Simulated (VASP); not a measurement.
# Si2Ni (Fm-3m) in VASP: settings compared

The runs below take Si2Ni through relaxation of cell and atoms, single point, with PBEsol+D4, BLYP+D4, PBE.

All numbers are computed with VASP 6.6.1; they aren't measurements. Logs are shortened: lines on timing, memory, paths and dates and some standing lists are left out, and cuts for length are marked.

## (1) The cell of the first run

Symmetry: Fm-3m, No. 225, cubic system. The conventional cell has a = 5.406 Å, b = 5.406 Å, c = 5.406 Å, α = 90.00°, β = 90.00°, γ = 90.00°. Ni (site symmetry m-3m) has 8 Si at 2.34 Å within 3.1 Å. Si (site symmetry -43m) has 4 Ni at 2.34 Å and 6 Si at 2.70 Å within 3.1 Å.

## (2) Relaxation of cell and atoms, PBEsol+D4, collinear spin, ferromagnetic start

Input file INCAR:

```
ALGO = Normal
EDIFF = 1E-6
EDIFFG = -0.005
ENCUT = 600
GGA = PS
IBRION = 2
ISIF = 3
ISMEAR = -1
ISPIN = 2
IVDW = 13
LASPH = T
LCHARG = F
LMAXMIX = 4
LORBIT = 11
LREAL = F
LWAVE = F
MAGMOM = 1 0 0
NELM = 150
NSW = 80
PREC = Accurate
SIGMA = 0.05
```

Input file KPOINTS:

```
k-points
0
Gamma
  9 9 9
```

Input file POSCAR:

```
Si2Ni
1.0
    0.0000000000      2.7030000000      2.7030000000
    2.7030000000      0.0000000000      2.7030000000
    2.7030000000      2.7030000000      0.0000000000
Ni Si
1 2
Direct
    0.0000000000      0.0000000000      0.0000000000
    0.7500000000      0.7500000000      0.7500000000
    0.2500000000      0.2500000000      0.2500000000
```

Potentials or basis: VASP PAW PBE potentials, release 64 (Ni, Si).

Command:

```console
$ cat potpaw_PBE.64/Ni/POTCAR potpaw_PBE.64/Si/POTCAR > POTCAR
$ mpirun -np 1 vasp_std > vasp.out
```

OUTCAR:

```text
EDIFF = 1E-6
   EDIFFG = -0.005
   ENCUT = 600
   GGA = PS
   IBRION = 2
   ISIF = 3
   ISMEAR = -1
   ISPIN = 2
   IVDW = 13
   LASPH = T
   LORBIT = 11
   LREAL = F
   NELM = 150
   NSW = 80
   PREC = Accurate

 ion  position               nearest neighbor table
   1  0.000  0.000  0.000-   2 2.34   2 2.34   3 2.34   3 2.34   2 2.34   2 2.34   3 2.34   3 2.34

   2  0.750  0.750  0.750-   1 2.34   1 2.34   1 2.34   1 2.34   3 2.70   3 2.70   3 2.70   3 2.70
                             3 2.70   3 2.70
   3  0.250  0.250  0.250-   1 2.34   1 2.34   1 2.34   1 2.34   2 2.70   2 2.70   2 2.70   2 2.70
                             2 2.70   2 2.70

  LATTYP: Found a face centered cubic cell.
 ALAT       =     5.4060000000

  Lattice vectors:

 A1 = (   0.0000000000,   2.7030000000,   2.7030000000)
 A2 = (   2.7030000000,   0.0000000000,   2.7030000000)
 A3 = (   2.7030000000,   2.7030000000,   0.0000000000)

Analysis of symmetry for initial positions (statically):
=====================================================================
 Subroutine PRICEL returns:
 Original cell was already a primitive cell.

 Routine SETGRP: Setting up the symmetry group for a
 face centered cubic supercell.

 Subroutine GETGRP returns: Found 48 space group operations
 (whereof 48 operations were pure point group operations)
 out of a pool of 48 trial point group operations.

The static configuration has the point symmetry O_h .

Analysis of symmetry for dynamics (positions and initial velocities):
=====================================================================
 Subroutine PRICEL returns:
 Original cell was already a primitive cell.

 Routine SETGRP: Setting up the symmetry group for a
 face centered cubic supercell.

 Subroutine GETGRP returns: Found 48 space group operations
 (whereof 48 operations were pure point group operations)
 out of a pool of 48 trial point group operations.

The dynamic configuration has the point symmetry O_h .

Analysis of structural, dynamic, and magnetic symmetry:
=====================================================================
 Subroutine PRICEL returns:
 Original cell was already a primitive cell.

 Routine SETGRP: Setting up the symmetry group for a
 face centered cubic supercell.

 Subroutine GETGRP returns: Found 48 space group operations
 (whereof 48 operations were pure point group operations)
 out of a pool of 48 trial point group operations.

The overall configuration has the point symmetry O_h .

 Subroutine INISYM returns: Found 48 space group operations
 (whereof 48 operations are pure point group operations),
 and found     1 'primitive' translations

----------------------------------------------------------------------------------------

                                     Primitive cell

  volume of cell :      39.4974

  direct lattice vectors                    reciprocal lattice vectors
     0.000000000  2.703000000  2.703000000    -0.184979652  0.184979652  0.184979652
     2.703000000  0.000000000  2.703000000     0.184979652 -0.184979652  0.184979652
     2.703000000  2.703000000  0.000000000     0.184979652  0.184979652 -0.184979652

  length of vectors
     3.822619259  3.822619259  3.822619259     0.320394156  0.320394156  0.320394156

  position of ions in fractional coordinates (direct lattice)
     0.000000000  0.000000000  0.000000000
     0.750000000  0.750000000  0.750000000
     0.250000000  0.250000000  0.250000000

  ion indices of the primitive-cell ions
   primitive index   ion index
                 1           1
                 2           2
                 3           3

----------------------------------------------------------------------------------------

 KPOINTS: k-points

Automatic generation of k-mesh.
 Grid dimensions read from file:
 generate k-points for:    9    9    9

 Generating k-lattice:

  Cartesian coordinates                     Fractional coordinates (reciprocal lattice)
    -0.020553295  0.020553295  0.020553295     0.111111111  0.000000000  0.000000000
     0.020553295 -0.020553295  0.020553295     0.000000000  0.111111111  0.000000000
     0.020553295  0.020553295 -0.020553295     0.000000000  0.000000000  0.111111111

  Length of vectors
     0.035599351  0.035599351  0.035599351

  Shift w.r.t. Gamma in fractional coordinates (k-lattice)
     0.000000000  0.000000000  0.000000000

 Subroutine IBZKPT returns following result:
 ===========================================

 Found     35 irreducible k-points:

 Following reciprocal coordinates:
            Coordinates               Weight
  0.000000  0.000000  0.000000      1.000000
  0.111111  0.000000  0.000000      8.000000
  0.222222  0.000000  0.000000      8.000000
  0.333333  0.000000  0.000000      8.000000
  0.444444  0.000000  0.000000      8.000000
  0.111111  0.111111  0.000000      6.000000
[... 16 lines left out ...]
 -0.333333  0.333333  0.000000     12.000000
  0.444444  0.444444  0.000000      6.000000
[... 18 lines left out ...]
   NELM   =    150;   NELMIN=  2; NELMDL= -5     # of ELM steps
   EDIFF  = 0.1E-05   stopping-criterion for ELM
   LREAL  =      F    real-space projection
   EDIFFG = -.5E-02   stopping-criterion for IOM
   NSW    =     80    number of steps for IOM
   IBRION =      2    ionic relax: 0-MD 1-quasi-New 2-CG
   NFREE  =      1    steps in history (QN), initial steepest desc. (CG)
   ISIF   =      3    stress and relaxation
   ISYM   =      2    0-nonsym 1-usesym 2-fastsym
   POTIM  = 0.5000    time-step for ionic-motion
   TEBEG  =    0.0;   TEEND  =   0.0 temperature during run
   PSTRESS=    0.0 pullay stress
   NELECT =      18.0000    total number of electrons
   NUPDOWN=      -1.0000    fix difference up-down
   EMIN   =  10.00;   EMAX   =-10.00  energy-range for DOS
   EFERMI =   0.00;   METHOD = LEGACY
   ISMEAR =    -1;   SIGMA  =   0.05  broadening in eV -4-tet -1-fermi 0-gaus
   EFERMI_NEDOS =   21; number of points for ismear=-14 and -15
   IALGO  =     38    algorithm
   IMIX   =      4    mixing-type and parameters
     AMIX     =   0.40;   BMIX     =  1.00
     AMIX_MAG =   1.60;   BMIX_MAG =  1.00
  volume/ion in A,a.u.               =      13.17        88.85
  Fermi-wavevector in a.u.,A,eV,Ry     =   1.259823  2.380721 21.594550  1.587155
  Thomas-Fermi vector in A             =   2.393364
   LORBIT       =     11    0 simple, 1 ext, 2 COOP (PROOUT), +10 PAW based schemes
   GGA     = PS    functional components
   LHFCALC =     F    Hartree Fock is set to
   AEXX    =    0.0000 exact exchange contribution
   IVDW    =    13    specifies the selected vdW correction
   LEPSILON=     F    determine dielectric tensor
   LRPA    =     F    only Hartree local field effects (RPA)
 conjugate gradient relaxation of ions
 spin polarized calculation
  energy-cutoff  :      600.00
  volume of cell :       39.50
 maximum number of plane-waves:      1363
   NGX = 15   NGY = 15   NGZ = 15

--------------------------------------- Ionic step        1  -------------------------------------------

 number of electron      18.0000004 magnetization       0.0001546

 number of electron      18.0000004 magnetization      -0.0001992

 Free energy of the ion-electron system (eV)
  ---------------------------------------------------
  ext. energy  EPLUGINS =         0.00000000
  ---------------------------------------------------
  free energy    TOTEN  =       -18.98400105 eV

  energy without entropy =      -18.97631005  energy(sigma->0) =      -18.98015555

------------------------ aborting loop because EDIFF is reached ----------------------------------------

  DFT-D4 for vdW energy calculation

  Edisp (eV):   -0.78254
[... 77 lines left out ...]
 number of electron      18.0000007 magnetization      -0.0000051

 number of electron      18.0000007 magnetization       0.0000063

 Free energy of the ion-electron system (eV)
  ---------------------------------------------------
  ext. energy  EPLUGINS =         0.00000000
  ---------------------------------------------------
  free energy    TOTEN  =       -18.97726591 eV

  energy without entropy =      -18.96842518  energy(sigma->0) =      -18.97284555

 E-fermi :  10.7602     XC(G=0): -11.8105

 val. band max:       10.7380914590   @ k =   0.3333   0.2222   0.0000
 cond. band min:      10.7633533467   @ k =   0.1111   0.1111   0.0000
 fundamental gap:      0.0252618877
 Fermi energy:        10.7601577355

 spin component 1

 k-point     1 :       0.0000    0.0000    0.0000
  band No.  band energies     occupation
      1      -3.3609      1.00000
      2       5.3498      1.00000
      3       5.3498      1.00000
      4       5.3498      1.00000
      5       7.0702      1.00000
      6       7.0702      1.00000
      7      10.6551      0.89094
      8      12.4759      0.00000
      9      12.4759      0.00000
     10      12.4759      0.00000
     11      12.9386      0.00000
     12      12.9386      0.00000
     13      12.9386      0.00000
     14      15.4924      0.00000
[... 379 lines left out ...]
      3       3.3504      1.00000
      4       5.9991      1.00000
      5       5.9991      1.00000
      6       7.1246      1.00000
      7       7.1246      1.00000
      8       7.2105      1.00000
      9       7.4799      1.00000
     10      10.3438      0.99976
     11      12.0444      0.00000
     12      18.4453      0.00000
     13      18.9278      0.00000
     14      18.9278      0.00000

 [... further k-points ...]

 spin component 2

 k-point     1 :       0.0000    0.0000    0.0000
  band No.  band energies     occupation
      1      -3.3609      1.00000
      2       5.3498      1.00000
      3       5.3498      1.00000
      4       5.3498      1.00000
      5       7.0702      1.00000
      6       7.0702      1.00000
      7      10.6551      0.89094
      8      12.4759      0.00000
      9      12.4759      0.00000
     10      12.4759      0.00000
     11      12.9386      0.00000
     12      12.9386      0.00000
     13      12.9386      0.00000
     14      15.4924      0.00000
[... 425 lines left out ...]
  FREE ENERGIE OF THE ION-ELECTRON SYSTEM (eV)
  ---------------------------------------------------
  free  energy   TOTEN  =       -19.7775765261 eV

  energy  without entropy=      -19.7687357951  energy(sigma->0) =      -19.77315616

 reached required accuracy - stopping structural energy minimisation

 total charge

# of ion       s       p       d       tot
------------------------------------------
    1        0.579   0.840   8.473   9.892
    2        0.741   0.857   0.000   1.598
    3        0.741   0.857   0.000   1.598
--------------------------------------------------
tot          2.060   2.555   8.473  13.088

 magnetization (x)

# of ion       s       p       d       tot
------------------------------------------
    1       -0.000  -0.000  -0.000  -0.000
    2       -0.000  -0.000   0.000  -0.000
    3       -0.000  -0.000   0.000  -0.000
--------------------------------------------------
tot         -0.000  -0.000  -0.000  -0.000
```

Run time: 87 s. Hardware: 1 thread of Intel Xeon 6975P-C, shared host; peak memory 0.23 GiB.

What came out:

| Quantity | Value |
| --- | --- |
| Free energy | -19.7776 eV |
| Relaxed volume | 12.85 Å³/atom |
| Relaxed cell | a = 3.792 Å, b = 3.792 Å, c = 3.792 Å, α = 60.00°, β = 60.00°, γ = 60.00° |
| Space group after relaxing (to 0.05 Å) | Fm-3m (No. 225) |
| Energy gained by relaxing | 3.7 meV/atom |
| Ionic steps | 3 |
| Pressure after relaxing | 0.0 GPa |
| Band gap on the k mesh | zero (filled and empty bands overlap) |
| Net moment | 0.00 μB per cell |
| Valence electrons inside the program's atomic spheres | Ni 9.89; Si 1.60 |
| Dispersion energy per atom | -0.267 eV |

The path:
| step | energy change (eV) | largest force (eV/Å) | pressure (GPa) | volume (Å³) |
| --- | --- | --- | --- | --- |
| 1 | 0.0000 | 0.0000 | -3.57 | 39.50 |
| 2 | -0.0043 | 0.0000 | 3.27 | 37.85 |
| 3 | -0.0110 | 0.0000 | 0.03 | 38.54 |

Final structure:
```yaml
crystal:
  lattice:
    - [0.00000, 2.68102, 2.68102]
    - [2.68102, 0.00000, 2.68102]
    - [2.68102, 2.68102, 0.00000]
  atoms:
    - { symbol: Ni, position: [0.00000, 0.00000, 0.00000] }
    - { symbol: Si, position: [0.75000, 0.75000, 0.75000] }
    - { symbol: Si, position: [0.25000, 0.25000, 0.25000] }
```

Levels at points of the mesh, in eV from the Fermi level:
Spin up:
```
           k point  band 7  band 8  band 9  band 10  band 11  band 12
(0.00, 0.00, 0.00)   -0.11    1.72    1.72     1.72     2.18     2.18
```
Spin down:
```
           k point  band 6  band 7  band 8  band 9  band 10  band 11  band 12  band 13
(0.00, 0.00, 0.00)   -3.69   -0.11    1.72    1.72     1.72     2.18     2.18     2.18
```

Caveat: the PAW data sets were made with another functional, which shifts forces and pressure a little; pairwise dispersion overbinds metals, which lowers pressure and volume.

## (3) Single point, BLYP+D4, collinear spin, ferromagnetic start

This run uses another cell than the first one, of 13.20 Å³/atom, 1.002 times its volume.

Input file INCAR:

```
SYSTEM = Si2Ni
PREC = Accurate
ENCUT = 520
EDIFF = 1E-7
ISMEAR = -1
SIGMA = 0.05
LREAL = .FALSE.
LASPH = .TRUE.
NELM = 150
ALGO = Normal
ISIF = 2
LWAVE = .FALSE.
LCHARG = .TRUE.
ISPIN = 2
MAGMOM = 1 0 0
LORBIT = 11
LMAXMIX = 4
GGA = B5
ALDAX = 1.0
AGGAX = 1.0
AGGAC = 1.0
ALDAC = 0.0
IVDW = 13
VDW_S6 = 1.0
VDW_S8 = 2.34076671
VDW_A1 = 0.44488865
VDW_A2 = 4.0933009
LELF = .TRUE.
LVHAR = .TRUE.
NBANDS = 20
```

Input file KPOINTS:

```
Automatic mesh
0
G
  9 9 9
  0 0 0
```

Input file POSCAR:

```
Si2Ni
1.0
    0.0000000000      2.7050423269      2.7050423269
    2.7050423269      0.0000000000      2.7050423269
    2.7050423269      2.7050423269      0.0000000000
Ni Si
1 2
Direct
    0.0000000000      0.0000000000      0.0000000000
    0.7500000000      0.7500000000      0.7500000000
    0.2500000000      0.2500000000      0.2500000000
```

Potentials or basis: VASP PAW PBE potentials, release 64 (Ni, Si).

Command:

```console
$ cat potpaw_PBE.64/Ni/POTCAR potpaw_PBE.64/Si/POTCAR > POTCAR
$ mpirun -np 1 vasp_std > vasp.out
```

Run time: 1.7 min. Hardware: 1 thread of Intel Xeon 8259CL, shared host; peak memory 0.2 GiB.

Results (log left out):

- Free energy: -17.0014 eV
- Pressure: 0.5 GPa
- Band gap on the k mesh: zero (filled and empty bands overlap)
- Net moment: 0.00 μB per cell
- Valence electrons inside the program's atomic spheres: Ni 9.83; Si 1.61
- Dispersion energy per atom: -0.883 eV

Levels at points of the mesh, in eV from the Fermi level:
Spin up:
```tsv
k point	band 5	band 6	band 7	band 8	band 9	band 10	band 11	band 12	band 13	band 14
(0.00, 0.00, 0.00)	-3.51	-3.51	-0.55	1.70	1.70	1.70	2.40	2.40	2.40	4.78
```
Spin down:
| k point | band 7 | band 8 | band 9 | band 10 | band 11 | band 12 |
| --- | --- | --- | --- | --- | --- | --- |
| (0.00, 0.00, 0.00) | -0.55 | 1.70 | 1.70 | 1.70 | 2.40 | 2.40 |

Caveat: the PAW data sets were made with another functional, which shifts forces and pressure a little; pairwise dispersion overbinds metals, which lowers pressure and volume.

## (4) Single point, PBE, collinear spin, ferromagnetic start

Input file INCAR:

```
SYSTEM = Si2Ni
  PREC = Accurate
  ENCUT = 520
  EDIFF = 1E-7
  ISMEAR = 0
  SIGMA = 0.028999999999999998
  LREAL = .False.
  LASPH = .True.
  NELM = 150
  ALGO = Normal
  ISIF = 2
  LWAVE = .False.
  LCHARG = .False.
  ISPIN = 2
  MAGMOM = 1 0 0
  LORBIT = 11
  LMAXMIX = 4
  GGA = PE
  NBANDS = 20
```

Input file KPOINTS:

```
regular mesh
0
Gamma
  9 9 9
  0 0 0
```

Input file POSCAR:

```
Si2Ni
1.0
    0.0000000000      2.7030000000      2.7030000000
    2.7030000000      0.0000000000      2.7030000000
    2.7030000000      2.7030000000      0.0000000000
Ni Si
1 2
Direct
    0.0000000000      0.0000000000      0.0000000000
    0.7500000000      0.7500000000      0.7500000000
    0.2500000000      0.2500000000      0.2500000000
```

Command:

```console
$ cat potpaw_PBE.64/Ni/POTCAR potpaw_PBE.64/Si/POTCAR > POTCAR
$ mpirun -np 1 vasp_std > vasp.out
```

It took 97 s on 1 thread of Intel Xeon 8259CL, shared host; peak memory 0.2 GiB.

Results (log left out):

```
Free energy                                           : -17.3611 eV
Pressure                                              : 3.9 GPa
Band gap on the k mesh                                : zero (filled and empty bands overlap)
Net moment                                            : 0.00 μB per cell
Valence electrons inside the program's atomic spheres : Ni 9.81; Si 1.59
```

Levels at points of the mesh, in eV from the Fermi level:
Spin up:
```
           k point  band 5  band 6  band 7  band 8  band 9  band 10  band 11  band 12  band 13  band 14
(0.00, 0.00, 0.00)   -3.57   -3.57   -0.36    1.64    1.64     1.64     2.22     2.22     2.22     4.66
```
Spin down:
```tsv
k point	band 6	band 7	band 8	band 9	band 10	band 11	band 12	band 13
(0.00, 0.00, 0.00)	-3.57	-0.36	1.64	1.64	1.64	2.22	2.22	2.22
```

## (5) Single point, PBE, collinear spin, ferromagnetic start

Input file INCAR:

```
SYSTEM = Si2Ni
PREC     = Accurate       ! precision mode
ENCUT    = 520            ! plane-wave cutoff, eV
EDIFF    = 1E-6           ! SCF threshold, eV
ISMEAR   = 0              ! smearing method
SIGMA    = 0.03           ! smearing width, eV
LREAL    = .False.        ! projectors in reciprocal space
LASPH    = .True.         ! aspherical terms in the spheres
NELM     = 150            ! most SCF steps
ALGO     = Normal         ! electronic algorithm
ISIF     = 2              ! what is computed and relaxed
LWAVE    = .False.        ! write WAVECAR
LCHARG   = .False.        ! write CHGCAR
ISPIN    = 2              ! spin polarisation
MAGMOM   = 1 0 0          ! initial moments
LORBIT   = 11             ! projections on sites
LMAXMIX  = 4              ! l up to which the mixer works
GGA      = PE             ! functional
NBANDS   = 20             ! bands
```

KPOINTS is that of step 4.

POSCAR is that of step 4.

Command:

```console
$ cat potpaw_PBE.64/Ni/POTCAR potpaw_PBE.64/Si/POTCAR > POTCAR
$ mpirun -np 1 vasp_std > vasp.out
```

It took 90 s on 1 thread of Intel Xeon 8259CL, shared host; peak memory 0.2 GiB.

It converged, with:

| Property | Result |
| --- | --- |
| Free energy | -17.3611 eV |
| Pressure | 3.8 GPa |
| Band gap on the k mesh | zero (filled and empty bands overlap) |
| Net moment | 0.00 μB per cell |
| Valence electrons inside the program's atomic spheres | Ni 9.81; Si 1.59 |

Levels at points of the mesh, in eV from the Fermi level:
Spin up:
| k point | band 5 | band 6 | band 7 | band 8 | band 9 | band 10 | band 11 | band 12 | band 13 | band 14 |
| --- | --- | --- | --- | --- | --- | --- | --- | --- | --- | --- |
| (0.00, 0.00, 0.00) | -3.57 | -3.57 | -0.36 | 1.64 | 1.64 | 1.64 | 2.22 | 2.22 | 2.22 | 4.66 |
Spin down:
| k point | band 5 | band 6 | band 7 | band 8 | band 9 | band 10 | band 11 | band 12 | band 13 | band 14 |
| --- | --- | --- | --- | --- | --- | --- | --- | --- | --- | --- |
| (0.00, 0.00, 0.00) | -3.57 | -3.57 | -0.36 | 1.64 | 1.64 | 1.64 | 2.22 | 2.22 | 2.22 | 4.66 |

## (6) Summary

```tsv
task	level	cell	cutoff (eV)	smearing	gap on the mesh (eV)	pressure (GPa)	moment (μB)
relaxation of cell and atoms	PBEsol+D4	relaxed from a = 3.823 Å, angles 60.0°, 3 atoms	600	fermi-dirac 0.05 eV	none	0.0	0.00
single point	BLYP+D4	a = 3.826 Å, angles 60.0°, 3 atoms	520	fermi-dirac 0.05 eV	none	0.5	0.00
single point	PBE	a = 3.823 Å, angles 60.0°, 3 atoms	520	gaussian 0.029 eV	none	3.9	0.00
single point	PBE	a = 3.823 Å, angles 60.0°, 3 atoms	520	gaussian 0.03 eV	none	3.8	0.00
```

Alike in all rows: potentials or basis VASP PAW PBE potentials, release 64 (Ni, Si); spin collinear, ferromagnetic start; k mesh 9 × 9 × 9.

Caveats: the PAW data sets were made with another functional, which shifts forces and pressure a little (some runs); pairwise dispersion overbinds metals, which lowers pressure and volume (some runs).

Total energies depend on the potentials used, so only differences within one code and one set of settings carry meaning.
